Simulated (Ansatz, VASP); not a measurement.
# One calculation of Ta2N, two programs

```
CELL_PARAMETERS angstrom
5.12827 0.00000 0.00000
-2.56414 4.44121 0.00000
0.00000 0.00000 5.07699
ATOMIC_POSITIONS crystal
Ta 0.67888 0.67888 0.75260
Ta 0.00000 0.32112 0.75260
Ta 0.32112 0.00000 0.75260
Ta 0.32112 0.32112 0.24740
Ta 0.00000 0.67888 0.24740
Ta 0.67888 0.00000 0.24740
N 0.66667 0.33333 0.50000
N 0.33333 0.66667 0.50000
N 0.00000 0.00000 0.00000
```

Alike in both runs: task single point; functional LDA; k mesh 9 × 9 × 8; occupations gaussian, width 0.15 eV; no spin polarisation.

```csv
,VASP,Ansatz
version,VASP 6.6.1,Ansatz 0.2.0
potentials or method,"VASP PAW LDA potentials, release 64 (Ta_pv, N), cutoff 520 eV","scalar-relativistic, plane waves, PAW"
valence electrons in the cell,81,93
```

|  | VASP | Ansatz | Ansatz less VASP |
| --- | --- | --- | --- |
| gap on the k mesh at the Fermi level (eV) | none | none | - |
| pressure (GPa) | 3.4 | 1.8 | -1.62 |
| traceless stress, the component that is largest in VASP (GPa) | -11.26 | -11.29 | -0.034 |
| rms of the force components (eV/Å) | 0.980 | 0.970 | -0.0096 |

Ansatz warns that its potentials were made for another functional, while VASP's fit it. LDA's correlation is that of Perdew and Zunger in VASP and of Perdew and Wang (1992) in Ansatz. Atom by atom the forces differ by 0.011 eV/Å (rms over components). A gap of «none» marks a metal or a gap that the smearing closes. VASP's potentials hold 81 valence electrons a cell and Ansatz's 93, so a difference there can come from the potentials and not from the codes.

Neither program's run includes spin-orbit coupling.
